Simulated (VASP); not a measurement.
# TiC (Fm-3m) in VASP: a series of runs, part 2 of 2

VASP 6.6.1.

**3. Relaxation of cell and atoms, LDA**

This run uses another cell than the first one, of 10.16 Å³/atom, 1.003 times its volume.

Input file INCAR:

```
PREC = Accurate
ENCUT = 600
EDIFF = 1E-7
ISMEAR = -1
SIGMA = 0.05
LREAL = False
LASPH = True
NELM = 80
ALGO = Normal
ISIF = 3
LWAVE = False
LCHARG = False
IBRION = 2
NSW = 60
EDIFFG = -0.01
```

Input file KPOINTS:

```
regular mesh
0
Gamma
  11 11 11
```

Input file POSCAR:

```
TiC
1.0
    0.0000000000      2.1657188437      2.1657188437
    2.1657188437      0.0000000000      2.1657188437
    2.1657188437      2.1657188437      0.0000000000
Ti C
1 1
Direct
    0.0000000000      0.0000000000      0.0000000000
    0.5000000000      0.5000000000      0.5000000000
```

Potentials or basis: VASP PAW LDA potentials, release 64 (Ti_sv, C).

On the command line:

```bash
> cat potpaw_LDA.64/Ti_sv/POTCAR potpaw_LDA.64/C/POTCAR > POTCAR
> mpirun -np 1 vasp_std > vasp.out
```

OUTCAR:

```text
PREC = Accurate
   ENCUT = 600
   EDIFF = 1E-7
   ISMEAR = -1
   LREAL = False
   LASPH = True
   NELM = 80
   ISIF = 3
   IBRION = 2
   NSW = 60
   EDIFFG = -0.01

 ion  position               nearest neighbor table
   1  0.000  0.000  0.000-   2 2.17   2 2.17   2 2.17   2 2.17   2 2.17   2 2.17
   2  0.500  0.500  0.500-   1 2.17   1 2.17   1 2.17   1 2.17   1 2.17   1 2.17

  LATTYP: Found a face centered cubic cell.
 ALAT       =     4.3314376874

  Lattice vectors:

 A1 = (   0.0000000000,   2.1657188437,   2.1657188437)
 A2 = (   2.1657188437,   0.0000000000,   2.1657188437)
 A3 = (   2.1657188437,   2.1657188437,   0.0000000000)

Analysis of symmetry for initial positions (statically):
=====================================================================
 Subroutine PRICEL returns:
 Original cell was already a primitive cell.

 Routine SETGRP: Setting up the symmetry group for a
 face centered cubic supercell.

[... 219 lines left out ...]
      7      11.2791      0.00002
      8      11.2791      0.00002
      9      12.4560      0.00000
     10      12.4560      0.00000
     11      12.4560      0.00000
     12      12.5734      0.00000
[... 416 lines left out ...]
--------------------------------------- Ionic step        4  -------------------------------------------

 number of electron      16.0000003 magnetization

 Free energy of the ion-electron system (eV)
  ---------------------------------------------------
  ext. energy  EPLUGINS =         0.00000000
  ---------------------------------------------------
  free energy    TOTEN  =       -20.54191737 eV

  energy without entropy =      -20.53922190  energy(sigma->0) =      -20.54056963

 E-fermi :   9.8610     XC(G=0): -13.2215

 val. band max:        9.7952563566   @ k =   0.4545   0.4545   0.0000
 cond. band min:       9.9367134436   @ k =   0.0909   0.0000   0.0000
 fundamental gap:      0.1414570869
 Fermi energy:         9.8609537740

 k-point     1 :       0.0000    0.0000    0.0000
  band No.  band energies     occupation
      1     -45.9453      2.00000
      2     -22.3231      2.00000
      3     -22.3231      2.00000
      4     -22.3231      2.00000
      5      -2.6210      2.00000
      6      10.4468      0.00002
      7      10.4468      0.00002
      8      10.4468      0.00002
      9      11.5526      0.00000
     10      11.5526      0.00000
     11      11.5526      0.00000
     12      11.6141      0.00000
[... 374 lines left out ...]
  FREE ENERGIE OF THE ION-ELECTRON SYSTEM (eV)
  ---------------------------------------------------
  free  energy   TOTEN  =       -20.5419173654 eV

  energy  without entropy=      -20.5392219004  energy(sigma->0) =      -20.54056963

 reached required accuracy - stopping structural energy minimisation
```

CONTCAR:

```text
TiC
   1.00000000000000
    -0.0000000000000000    2.1318344168810648    2.1318344168810648
     2.1318344168810648    0.0000000000000000    2.1318344168810648
     2.1318344168810648    2.1318344168810648    0.0000000000000000
  Ti              C
     1     1
Direct
     0.0000000000000000    0.0000000000000000    1.0000000000000000
     0.5000000000000000    0.5000000000000000    0.5000000000000000

  0.00000000E+00  0.00000000E+00  0.00000000E+00
  0.00000000E+00  0.00000000E+00  0.00000000E+00
```

It took 57 s on 1 thread of AMD EPYC 7R43 (Zen 3), shared host; peak memory 0.11 GiB.

What came out:

```
Free energy                            : -20.5419 eV
Relaxed volume                         : 9.69 Å³/atom
Relaxed cell                           : a = 3.015 Å, b = 3.015 Å, c = 3.015 Å, α = 60.00°, β = 60.00°, γ = 60.00°
Space group after relaxing (to 0.05 Å) : Fm-3m (No. 225)
Energy gained by relaxing              : 18.3 meV/atom
Ionic steps                            : 4
Pressure after relaxing                : 0.0 GPa
Band gap on the k mesh                 : zero (band 8 reaches 10.45 eV, above the bottom of band 9 at 9.38 eV)
```

The path:
| step | energy change (eV) | largest force (eV/Å) | pressure (GPa) | volume (Å³) |
| --- | --- | --- | --- | --- |
| 1 | 0.0000 | 0.0000 | -12.01 | 20.32 |
| 2 | 0.0385 | 0.0000 | 20.74 | 18.16 |
| 3 | -0.0365 | 0.0000 | -0.21 | 19.40 |
| 4 | -0.0365 | 0.0000 | 0.03 | 19.38 |

Final structure:
```
Ti C
1.0
     0.00000    2.13183    2.13183
     2.13183    0.00000    2.13183
     2.13183    2.13183    0.00000
Ti C
1 1
Direct
  0.00000 0.00000 0.00000
  0.50000 0.50000 0.50000
```

**4. Relaxation of cell and atoms, PBEsol**

This run uses another cell than the first one, of 10.16 Å³/atom, 1.003 times its volume.

Input file INCAR:

```
SYSTEM = TiC
PREC = Accurate
ENCUT = 600
EDIFF = 1E-6
ISMEAR = -1
SIGMA = 0.05
LREAL = .FALSE.
LASPH = .TRUE.
NELM = 60
ALGO = Normal
ISIF = 3
LWAVE = .FALSE.
LCHARG = .FALSE.
GGA = PS
IBRION = 2
NSW = 60
EDIFFG = -0.01
```

Input file KPOINTS:

```
regular mesh
0
G
  11 11 11
  0 0 0
```

POSCAR is that of step 3.

Potentials or basis: VASP PAW PBE potentials, release 64 (Ti_sv, C).

On the command line:

```bash
> cat potpaw_PBE.64/Ti_sv/POTCAR potpaw_PBE.64/C/POTCAR > POTCAR
> mpirun -np 1 vasp_std > vasp.out
```

Wall time 65 s (1 thread of AMD EPYC 7R43 (Zen 3), shared host); peak memory 0.12 GiB.

The run converged. Its results:

```yaml
Free_energy: -19.8042 eV
Relaxed_volume: 9.90 Å³/atom
Relaxed_cell: a = 3.037 Å, b = 3.037 Å, c = 3.037 Å, α = 60.00°, β = 60.00°, γ = 60.00°
Space_group_after_relaxing_to_0.05_Å: Fm-3m (No. 225)
Energy_gained_by_relaxing: 5.4 meV/atom
Ionic_steps: 3
Pressure_after_relaxing: 0.0 GPa
Band_gap_on_the_k_mesh: zero (band 8 reaches 10.28 eV, above the bottom of band 9 at 9.19 eV)
```

The path:
```csv
step,energy change (eV),largest force (eV/Å),pressure (GPa),volume (Å³)
1,0.0000,0.0000,-6.52,20.32
2,0.0092,0.0000,9.81,19.12
3,-0.0108,0.0000,-0.02,19.80
```

Final structure:
```xyz
2
Lattice="0.0000 2.1473 2.1473 2.1473 0.0000 2.1473 2.1473 2.1473 0.0000" Properties=species:S:1:pos:R:3 pbc="T T T"
Ti    0.0000    0.0000    0.0000
C     2.1473    2.1473    2.1473
```

Levels at points of the mesh, in eV from the Fermi level:
```csv
k point,band 4,band 5,band 6,band 7,band 8,band 9,band 10,band 11,band 12
"(0.00, 0.00, 0.00)",-32.43,-12.55,0.61,0.61,0.61,1.68,1.68,1.68,1.72
```

Caveat: the PAW data sets were made with another functional, which shifts forces and pressure a little.

**5. Relaxation of cell and atoms, revPBE**

This run uses another cell than the first one, of 10.16 Å³/atom, 1.003 times its volume.

Input file INCAR:

```
  ALGO = Normal
  EDIFF = 1E-6
  EDIFFG = -0.01
  ENCUT = 600
  GGA = RE
  IBRION = 2
  ISIF = 3
  ISMEAR = -1
  LASPH = T
  LCHARG = F
  LREAL = F
  LWAVE = F
  NELM = 60
  NSW = 60
  PREC = Accurate
  SIGMA = 0.05
```

Input file KPOINTS:

```
k-points
0
Gamma
  11 11 11
```

POSCAR is that of step 4.

On the command line:

```bash
> cat potpaw_PBE.64/Ti_sv/POTCAR potpaw_PBE.64/C/POTCAR > POTCAR
> mpirun -np 1 vasp_std > vasp.out
```

Run time: 51 s. Hardware: 1 thread of AMD EPYC 7R43 (Zen 3), shared host; peak memory 0.12 GiB.

It converged, with:

| Quantity | Value |
| --- | --- |
| Free energy | -17.9701 eV |
| Relaxed volume | 10.31 Å³/atom |
| Relaxed cell | a = 3.078 Å, b = 3.078 Å, c = 3.078 Å, α = 60.00°, β = 60.00°, γ = 60.00° |
| Space group after relaxing (to 0.05 Å) | Fm-3m (No. 225) |
| Energy gained by relaxing | 1.7 meV/atom |
| Ionic steps | 3 |
| Pressure after relaxing | 0.0 GPa |
| Band gap on the k mesh | zero (band 8 reaches 10.02 eV, above the bottom of band 9 at 8.92 eV) |

The path:
| step | energy change (eV) | largest force (eV/Å) | pressure (GPa) | volume (Å³) |
| --- | --- | --- | --- | --- |
| 1 | 0.0000 | 0.0000 | 3.68 | 20.32 |
| 2 | 0.0018 | 0.0000 | -4.26 | 21.01 |
| 3 | -0.0035 | 0.0000 | -0.04 | 20.62 |

Final structure:
```
Ti C
1.0
     0.00000    2.17653    2.17653
     2.17653    0.00000    2.17653
     2.17653    2.17653    0.00000
Ti C
1 1
Cartesian
  0.0000 0.0000 0.0000
  2.1765 2.1765 2.1765
```

Levels at points of the mesh, in eV from the Fermi level:
| k point | band 4 | band 5 | band 6 | band 7 | band 8 | band 9 | band 10 | band 11 | band 12 |
| --- | --- | --- | --- | --- | --- | --- | --- | --- | --- |
| (0.00, 0.00, 0.00) | -32.78 | -12.44 | 0.64 | 0.64 | 0.64 | 1.60 | 1.60 | 1.60 | 1.61 |

Caveat: the PAW data sets were made with another functional, which shifts forces and pressure a little.

**6. Relaxation of cell and atoms, BLYP**

This run uses another cell than the first one, of 10.16 Å³/atom, 1.003 times its volume.

Input file INCAR:

```
AGGAC = 1.0
AGGAX = 1.0
ALDAC = 0.0
ALDAX = 1.0
ALGO = Normal
EDIFF = 1E-6
EDIFFG = -0.01
ENCUT = 600
GGA = B5
IBRION = 2
ISIF = 3
ISMEAR = -1
LASPH = T
LCHARG = F
LREAL = F
LWAVE = F
NELM = 100
NSW = 60
PREC = Accurate
SIGMA = 0.05
```

KPOINTS is that of step 5.

POSCAR is that of step 5.

Potentials or basis: VASP PAW PBE potentials, release 64 (Ti_sv, C).

On the command line:

```bash
> cat potpaw_PBE.64/Ti_sv/POTCAR potpaw_PBE.64/C/POTCAR > POTCAR
> mpirun -np 1 vasp_std > vasp.out
```

It took 1.9 min on 1 thread of AMD EPYC 7R43 (Zen 3), shared host; peak memory 0.12 GiB.

The run converged. Its results:

```
Free energy                            : -17.0437 eV
Relaxed volume                         : 10.53 Å³/atom
Relaxed cell                           : a = 3.100 Å, b = 3.100 Å, c = 3.100 Å, α = 60.00°, β = 60.00°, γ = 60.00°
Space group after relaxing (to 0.05 Å) : Fm-3m (No. 225)
Energy gained by relaxing              : 9.7 meV/atom
Ionic steps                            : 3
Pressure after relaxing                : -0.1 GPa
Band gap on the k mesh                 : zero (band 8 reaches 10.09 eV, above the bottom of band 9 at 9.03 eV)
```

The path:
```
step  energy change (eV)  largest force (eV/Å)  pressure (GPa)  volume (Å³)
   1              0.0000                0.0000            8.75        20.32
   2              0.0085                0.0000           -9.18        21.99
   3             -0.0195                0.0000           -0.11        21.06
```

Final structure:
```xyz
2
Lattice="0.0000 2.1918 2.1918 2.1918 0.0000 2.1918 2.1918 2.1918 0.0000" Properties=species:S:1:pos:R:3 pbc="T T T"
Ti    0.0000    0.0000    0.0000
C     2.1918    2.1918    2.1918
```

Levels at points of the mesh, in eV from the Fermi level:
```tsv
k point	band 4	band 5	band 6	band 7	band 8	band 9	band 10	band 11	band 12
(0.00, 0.00, 0.00)	-32.82	-12.13	0.61	0.61	0.61	1.49	1.51	1.51	1.51
```

Caveat: the PAW data sets were made with another functional, which shifts forces and pressure a little.

**7. The runs side by side**

| task | level | potentials or basis | cell | cutoff (eV) | gap on the mesh (eV) | pressure (GPa) | relaxed volume (Å³/atom) |
| --- | --- | --- | --- | --- | --- | --- | --- |
| single point | r2SCAN | VASP PAW PBE potentials, release 64 (Ti_sv, C) | a = 3.060 Å, angles 60.0°, 2 atoms | 520 | none | 1.0 | - |
| relaxation of cell and atoms | LDA | VASP PAW LDA potentials, release 64 (Ti_sv, C) | relaxed from a = 3.063 Å, angles 60.0°, 2 atoms | 600 | none | 0.0 | 9.69 |
| relaxation of cell and atoms | PBEsol | VASP PAW PBE potentials, release 64 (Ti_sv, C) | relaxed from a = 3.063 Å, angles 60.0°, 2 atoms | 600 | none | 0.0 | 9.90 |
| relaxation of cell and atoms | revPBE | VASP PAW PBE potentials, release 64 (Ti_sv, C) | relaxed from a = 3.063 Å, angles 60.0°, 2 atoms | 600 | none | 0.0 | 10.31 |
| relaxation of cell and atoms | BLYP | VASP PAW PBE potentials, release 64 (Ti_sv, C) | relaxed from a = 3.063 Å, angles 60.0°, 2 atoms | 600 | none | -0.1 | 10.53 |

Alike in all rows: no spin polarisation; k mesh 11 × 11 × 11; smearing fermi-dirac 0.05 eV.

Caveats: the PAW data sets were made with another functional, which shifts forces and pressure a little (some runs).

Total energies depend on the potentials used, so only differences within one code and one set of settings carry meaning.
